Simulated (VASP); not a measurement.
# Zr (Im-3m) in VASP: notebook, part 2 of 2

VASP 6.6.1. The steps go on from the part before.

### Step 3. Relaxation of cell and atoms, PBE

This run uses another cell than the first one, of 23.28 Å³/atom.

Input file INCAR:

```
SYSTEM = Zr
PREC = Accurate
ENCUT = 500
EDIFF = 1E-7
ISMEAR = -1
SIGMA = 0.1
LREAL = .False.
LASPH = .True.
NELM = 120
ALGO = Normal
ISIF = 3
LWAVE = .False.
LCHARG = .False.
GGA = PE
IBRION = 2
NSW = 80
EDIFFG = -0.01
GGA_COMPAT = .False.
NELMIN = 4
```

Input file KPOINTS:

```
regular mesh
0
Gamma
  12 12 12
  0 0 0
```

Input file POSCAR:

```
Zr
1.0
   -1.7987839886      1.7987839886      1.7987839886
    1.7987839886     -1.7987839886      1.7987839886
    1.7987839886      1.7987839886     -1.7987839886
Zr
1
Direct
    0.0000000000      0.0000000000      0.0000000000
```

Potentials or basis: VASP PAW PBE potentials, release 64 (Zr_sv).

On the command line:

```
$ cat potpaw_PBE.64/Zr_sv/POTCAR > POTCAR
$ mpirun -np 1 vasp_std > vasp.out
```

OUTCAR:

```text
SYSTEM = Zr
   PREC = Accurate
   ENCUT = 500
   EDIFF = 1E-7
   ISMEAR = -1
   LREAL = .False.
   LASPH = .True.
   NELM = 120
   ISIF = 3
   GGA = PE
   IBRION = 2
   NSW = 80
   EDIFFG = -0.01
   NELMIN = 4

 ion  position               nearest neighbor table
   1  0.000  0.000  0.000-

  LATTYP: Found a body centered cubic cell.
 ALAT       =     3.5975679772

  Lattice vectors:

 A1 = (  -1.7987839886,   1.7987839886,   1.7987839886)
 A2 = (   1.7987839886,  -1.7987839886,   1.7987839886)
 A3 = (   1.7987839886,   1.7987839886,  -1.7987839886)

Analysis of symmetry for initial positions (statically):
=====================================================================
 Subroutine PRICEL returns:
 Original cell was already a primitive cell.

 Routine SETGRP: Setting up the symmetry group for a
 body centered cubic supercell.

 Subroutine GETGRP returns: Found 48 space group operations
 (whereof 48 operations were pure point group operations)
 out of a pool of 48 trial point group operations.

The static configuration has the point symmetry O_h .

Analysis of symmetry for dynamics (positions and initial velocities):
=====================================================================
 Subroutine PRICEL returns:
 Original cell was already a primitive cell.

 Routine SETGRP: Setting up the symmetry group for a
 body centered cubic supercell.

 Subroutine GETGRP returns: Found 48 space group operations
 (whereof 48 operations were pure point group operations)
 out of a pool of 48 trial point group operations.

The dynamic configuration has the point symmetry O_h .

 Subroutine INISYM returns: Found 48 space group operations
 (whereof 48 operations are pure point group operations),
 and found     1 'primitive' translations

----------------------------------------------------------------------------------------

                                     Primitive cell

  volume of cell :      23.2808

  direct lattice vectors                    reciprocal lattice vectors
    -1.798783989  1.798783989  1.798783989     0.000000000  0.277965561  0.277965561
     1.798783989 -1.798783989  1.798783989     0.277965561  0.000000000  0.277965561
     1.798783989  1.798783989 -1.798783989     0.277965561  0.277965561  0.000000000

  length of vectors
     3.115585260  3.115585260  3.115585260     0.393102666  0.393102666  0.393102666

  position of ions in fractional coordinates (direct lattice)
     0.000000000  0.000000000  0.000000000

  ion indices of the primitive-cell ions
   primitive index   ion index
                 1           1

----------------------------------------------------------------------------------------

 KPOINTS: regular mesh

Automatic generation of k-mesh.
 Grid dimensions read from file:
 generate k-points for:   12   12   12
[... 46 lines left out ...]
   k-points           NKPTS =     72   k-points in BZ     NKDIM =     72   number of bands    NBANDS=     10
   number of dos      NEDOS =    301   number of ions     NIONS =      1
   total plane-waves  NPLWV =  13824
   dimension x,y,z NGX =    24 NGY =   24 NGZ =   24
   dimension x,y,z NGXF=    48 NGYF=   48 NGZF=   48
   ions per type =               1
   NGX,Y,Z   is equivalent  to a cutoff of  12.81, 12.81, 12.81 a.u.
   NGXF,Y,Z  is equivalent  to a cutoff of  25.61, 25.61, 25.61 a.u.
 SYSTEM =  Zr
   PREC   = accura    normal or accurate (medium, high low for compatibility)
   ISTART =      0    job   : 0-new  1-cont  2-samecut
   ICHARG =      2    charge: 1-file 2-atom 10-const
   ISPIN  =      1    spin polarized calculation?
   LNONCOLLINEAR =      F non collinear calculations
   LSORBIT =      F    spin-orbit coupling
   LASPH  =      T    aspherical Exc in radial PAW
   ENCUT  =  500.0 eV  36.75 Ry    6.06 a.u.   5.68  5.68  5.68*2*pi/ulx,y,z
   NELM   =    120;   NELMIN=  4; NELMDL= -5     # of ELM steps
   EDIFF  = 0.1E-06   stopping-criterion for ELM
   LREAL  =      F    real-space projection
   EDIFFG = -.1E-01   stopping-criterion for IOM
   NSW    =     80    number of steps for IOM
   IBRION =      2    ionic relax: 0-MD 1-quasi-New 2-CG
   NFREE  =      1    steps in history (QN), initial steepest desc. (CG)
   ISIF   =      3    stress and relaxation
   ISYM   =      2    0-nonsym 1-usesym 2-fastsym
   POTIM  = 0.5000    time-step for ionic-motion
   TEBEG  =    0.0;   TEEND  =   0.0 temperature during run
   PSTRESS=    0.0 pullay stress
   NELECT =      12.0000    total number of electrons
   NUPDOWN=      -1.0000    fix difference up-down
   EMIN   =  10.00;   EMAX   =-10.00  energy-range for DOS
   EFERMI =   0.00;   METHOD = LEGACY
   ISMEAR =    -1;   SIGMA  =   0.10  broadening in eV -4-tet -1-fermi 0-gaus
   EFERMI_NEDOS =   21; number of points for ismear=-14 and -15
   IALGO  =     38    algorithm
   IMIX   =      4    mixing-type and parameters
     AMIX     =   0.40;   BMIX     =  1.00
     AMIX_MAG =   1.60;   BMIX_MAG =  1.00
  volume/ion in A,a.u.               =      23.28       157.11
  Fermi-wavevector in a.u.,A,eV,Ry     =   1.312612  2.480476 23.442147  1.722949
  Thomas-Fermi vector in A             =   2.442992
   LORBIT       =      0    0 simple, 1 ext, 2 COOP (PROOUT), +10 PAW based schemes
   GGA     = PE    functional components
   LHFCALC =     F    Hartree Fock is set to
   AEXX    =    0.0000 exact exchange contribution
   IVDW    =     0    specifies the selected vdW correction
   LEPSILON=     F    determine dielectric tensor
   LRPA    =     F    only Hartree local field effects (RPA)
 conjugate gradient relaxation of ions
 non-spin polarized calculation
  energy-cutoff  :      500.00
  volume of cell :       23.28
 maximum number of plane-waves:       610
   NGX = 11   NGY = 11   NGZ = 11

--------------------------------------- Ionic step        1  -------------------------------------------

 number of electron      12.0000000 magnetization

 Free energy of the ion-electron system (eV)
  ---------------------------------------------------
  ext. energy  EPLUGINS =         0.00000000
  ---------------------------------------------------
  free energy    TOTEN  =        -8.46532497 eV

  energy without entropy =       -8.40265640  energy(sigma->0) =       -8.43399069

------------------------ aborting loop because EDIFF is reached ----------------------------------------

  FORCE on cell =-STRESS in cart. coord.  units (eV):
  Direction    XX          YY          ZZ          XY          YZ          ZX
  --------------------------------------------------------------------------------------
  -------------------------------------------------------------------------------------
  Total       -0.1888345     -0.1888345     -0.1888345      0.0000000      0.0000000      0.0000000
  in kB      -12.9955544    -12.9955544    -12.9955544      0.0000000      0.0000000      0.0000000
  external PRESSURE =     -12.9955544 kB  Pullay stress =       0.0000000 kB
[... 57 lines left out ...]
--------------------------------------- Ionic step        3  -------------------------------------------

 number of electron      12.0000000 magnetization

 Free energy of the ion-electron system (eV)
  ---------------------------------------------------
  ext. energy  EPLUGINS =         0.00000000
  ---------------------------------------------------
  free energy    TOTEN  =        -8.46676804 eV

  energy without entropy =       -8.40565160  energy(sigma->0) =       -8.43620982

 E-fermi :   8.8601     XC(G=0): -11.1462

 val. band max:        8.8489723612   @ k =   0.1667   0.0833   0.0833
 cond. band min:       8.8639203412   @ k =   0.2500   0.0833   0.0833
 fundamental gap:      0.0149479800
 Fermi energy:         8.8601324685

 k-point     1 :       0.0000    0.0000    0.0000
  band No.  band energies     occupation
      1     -39.5857      2.00000
      2     -17.0770      2.00000
      3     -17.0770      2.00000
      4     -17.0770      2.00000
      5       3.4868      2.00000
      6      10.0098      0.00002
      7      10.0098      0.00002
      8      10.0098      0.00002
      9      12.5207      0.00000
     10      12.5207      0.00000
[... 287 lines left out ...]
 k-point    24 :       0.4167    0.0833    0.0833
  band No.  band energies     occupation
      1     -39.4215      2.00000
      2     -18.0218      2.00000
      3     -17.4453      2.00000
      4     -17.1526      2.00000
      5       6.5316      2.00000
      6       8.1127      1.99887
      7       9.9899      0.00002
      8      12.6911      0.00000
      9      13.2289      0.00000
     10      16.0832      0.00000

 [... further k-points ...]

------------------------ aborting loop because EDIFF is reached ----------------------------------------

  FORCE on cell =-STRESS in cart. coord.  units (eV):
  Direction    XX          YY          ZZ          XY          YZ          ZX
  --------------------------------------------------------------------------------------
  -------------------------------------------------------------------------------------
  Total        0.0001387      0.0001387      0.0001387      0.0000000      0.0000000     -0.0000000
  in kB        0.0096925      0.0096925      0.0096925      0.0000000      0.0000000     -0.0000000
  external PRESSURE =       0.0096925 kB  Pullay stress =       0.0000000 kB
[... 16 lines left out ...]
  FREE ENERGIE OF THE ION-ELECTRON SYSTEM (eV)
  ---------------------------------------------------
  free  energy   TOTEN  =        -8.4667680376 eV

  energy  without entropy=       -8.4056516037  energy(sigma->0) =       -8.43620982

 reached required accuracy - stopping structural energy minimisation
```

OSZICAR:

```text
N       E                     dE             d eps       ncg     rms          rms(c)
DAV:   1     0.845421473147E+02    0.84542E+02   -0.69391E+03  1448   0.116E+03
DAV:   2    -0.583768461963E+01   -0.90380E+02   -0.88788E+02  1578   0.296E+02
DAV:   3    -0.869361015094E+01   -0.28559E+01   -0.27806E+01  2004   0.468E+01
[... 25 lines left out ...]
DAV:   5    -0.846676711183E+01   -0.30766E-03   -0.61485E-04  1894   0.146E-01    0.227E-02
DAV:   6    -0.846676906038E+01   -0.19486E-05   -0.10244E-05  1560   0.336E-02    0.742E-03
DAV:   7    -0.846676829161E+01    0.76877E-06   -0.90658E-07  1672   0.118E-02    0.365E-04
DAV:   8    -0.846676813038E+01    0.16124E-06   -0.23187E-08   784   0.196E-03    0.732E-04
DAV:   9    -0.846676803760E+01    0.92781E-07   -0.89987E-09   770   0.118E-03
   3 F= -.84667680E+01 E0= -.84362098E+01  d E =-.144307E-02
```

CONTCAR:

```text
Zr
   1.00000000000000
    -1.7896981057444921    1.7896981057444921    1.7896981057444921
     1.7896981057444921   -1.7896981057444921    1.7896981057444921
     1.7896981057444921    1.7896981057444921   -1.7896981057444921
  Zr
     1
Direct
     0.0000000000000000    0.0000000000000000    0.0000000000000000

  0.00000000E+00  0.00000000E+00  0.00000000E+00
```

Run time: 49 s. Hardware: 1 thread of Intel Xeon 8259CL, shared host; peak memory 0.15 GiB.

What came out:

| Property | Result |
| --- | --- |
| Free energy | -8.4668 eV |
| Relaxed volume | 22.93 Å³/atom |
| Relaxed cell | a = 3.100 Å, b = 3.100 Å, c = 3.100 Å, α = 109.47°, β = 109.47°, γ = 109.47° |
| Space group after relaxing (to 0.1 Å) | Im-3m (No. 229) |
| Energy gained by relaxing | 1.4 meV/atom |
| Ionic steps | 3 |
| Pressure after relaxing | 0.0 GPa |
| Band gap on the k mesh | zero (bands 6 and 7 overlap by 1.81 eV) |

The path:
```csv
step,energy change (eV),largest force (eV/Å),pressure (GPa),volume (Å³)
1,0.0000,0.0000,-1.30,23.28
2,-0.0005,0.0000,1.10,22.65
3,-0.0014,0.0000,0.00,22.93
```

Final structure:
```
Zr
1.0
    -1.78970    1.78970    1.78970
     1.78970   -1.78970    1.78970
     1.78970    1.78970   -1.78970
Zr
1
Direct
  0.00000 0.00000 0.00000
```

### Step 4. Single point, PBE, non-collinear spin, zero start, spin-orbit coupling

Input file INCAR:

```
SYSTEM = Zr
PREC = Accurate
ENCUT = 500
EDIFF = 1E-6
ISMEAR = -1
SIGMA = 0.1
LREAL = .FALSE.
LASPH = .TRUE.
NELM = 200
ALGO = Normal
ISIF = 2
LWAVE = .FALSE.
LCHARG = .FALSE.
MAGMOM = 0 0 0
LORBIT = 11
LSORBIT = .TRUE.
GGA_COMPAT = .FALSE.
LORBMOM = .TRUE.
LMAXMIX = 4
GGA = PE
NBANDS = 23
```

Input file KPOINTS:

```
regular mesh
0
G
  12 12 12
  0 0 0
```

Input file POSCAR:

```
Zr
1.0
   -1.7895377336      1.7895377336      1.7895377336
    1.7895377336     -1.7895377336      1.7895377336
    1.7895377336      1.7895377336     -1.7895377336
Zr
1
Direct
    0.0000000000      0.0000000000      0.0000000000
```

Potentials or basis: VASP PAW PBE potentials, release 64 (Zr_sv).

On the command line:

```
$ cat potpaw_PBE.64/Zr_sv/POTCAR > POTCAR
$ mpirun -np 1 vasp_ncl > vasp.out
```

OUTCAR:

```text
SYSTEM = Zr
   PREC = Accurate
   ENCUT = 500
   EDIFF = 1E-6
   ISMEAR = -1
   LREAL = .FALSE.
   LASPH = .TRUE.
   NELM = 200
   ISIF = 2
   LORBIT = 11
   LSORBIT = .TRUE.
   GGA = PE

 ion  position               nearest neighbor table
   1  0.000  0.000  0.000-

  LATTYP: Found a body centered cubic cell.
 ALAT       =     3.5790754672

  Lattice vectors:

 A1 = (  -1.7895377336,   1.7895377336,   1.7895377336)
 A2 = (   1.7895377336,  -1.7895377336,   1.7895377336)
 A3 = (   1.7895377336,   1.7895377336,  -1.7895377336)

Analysis of symmetry for initial positions (statically):
=====================================================================
 Subroutine PRICEL returns:
 Original cell was already a primitive cell.
[... 869 lines left out ...]
 ----------------------------------------
            0.000   0.000   0.000

 Spin-Orbit-Coupling matrix elements

 Ion:    1  E_soc:     -0.1444254
 l=   1
     0.0000000    -0.0233613    -0.0233613
    -0.0233613     0.0000000    -0.0233613
    -0.0233613    -0.0233613     0.0000000
 l=   2
     0.0000000    -0.0001177     0.0000000    -0.0001177    -0.0005919
    -0.0001177     0.0000000    -0.0004439    -0.0001177    -0.0001480
     0.0000000    -0.0004439     0.0000000    -0.0004439     0.0000000
    -0.0001177    -0.0001177    -0.0004439     0.0000000    -0.0001480
    -0.0005919    -0.0001480     0.0000000    -0.0001480     0.0000000
 l=   3
     0.0000000     0.0000000     0.0000000     0.0000000     0.0000000     0.0000000     0.0000000
     0.0000000     0.0000000     0.0000000     0.0000000     0.0000000     0.0000000     0.0000000
     0.0000000     0.0000000     0.0000000     0.0000000     0.0000000     0.0000000     0.0000000
     0.0000000     0.0000000     0.0000000     0.0000000     0.0000000     0.0000000     0.0000000
     0.0000000     0.0000000     0.0000000     0.0000000     0.0000000     0.0000000     0.0000000
     0.0000000     0.0000000     0.0000000     0.0000000     0.0000000     0.0000000     0.0000000
     0.0000000     0.0000000     0.0000000     0.0000000     0.0000000     0.0000000     0.0000000

 total charge

# of ion       s       p       d       tot
------------------------------------------
    1        2.226   5.949   1.696   9.871

 magnetization (x)

# of ion       s       p       d       tot
------------------------------------------
    1        0.000   0.000  -0.000  -0.000

 magnetization (y)

# of ion       s       p       d       tot
------------------------------------------
    1        0.000   0.000   0.000   0.000

 magnetization (z)

# of ion       s       p       d       tot
------------------------------------------
    1        0.000   0.000   0.000   0.000
```

stdout:

```text
POSCAR found type information on POSCAR Zr
 POSCAR found :  1 types and       1 ions
 scaLAPACK will be used
 LDA part: xc-table for (Slater+PW92), standard interpolation
 POSCAR, INCAR and KPOINTS ok, starting setup
 FFT: planning ... GRIDC
 FFT: planning ... GRID_SOFT
 FFT: planning ... GRID
 WAVECAR not read
 entering main loop
```

Wall time 95 s (1 thread of Intel Xeon 8259CL, shared host); peak memory 0.22 GiB.

What came out:

```
Free energy                                           : -8.5389 eV
Pressure                                              : 0.0 GPa
Net moment                                            : 0.00 μB per cell
Valence electrons inside the program's atomic spheres : Zr 9.87
```

Moments on the atoms (μB; x, y, z):
```
Zr  0.00 0.00 0.00
```

### Step 5. Overview

```csv
task,spin,cell,gap on the mesh (eV),pressure (GPa)
single point,off,"a = 3.100 Å, angles 109.5°, 1 atom",none,0.0
relaxation of cell and atoms,off,"relaxed from a = 3.116 Å, angles 109.5°, 1 atom",none,0.0
single point,"non-collinear, zero start, SOC","a = 3.100 Å, angles 109.5°, 1 atom",-,0.0
```

Alike in all rows: level PBE; potentials or basis VASP PAW PBE potentials, release 64 (Zr_sv); k mesh 12 × 12 × 12; cutoff (eV) 500; smearing fermi-dirac 0.1 eV.

Absolute energies hang on the potentials; compare differences alone.
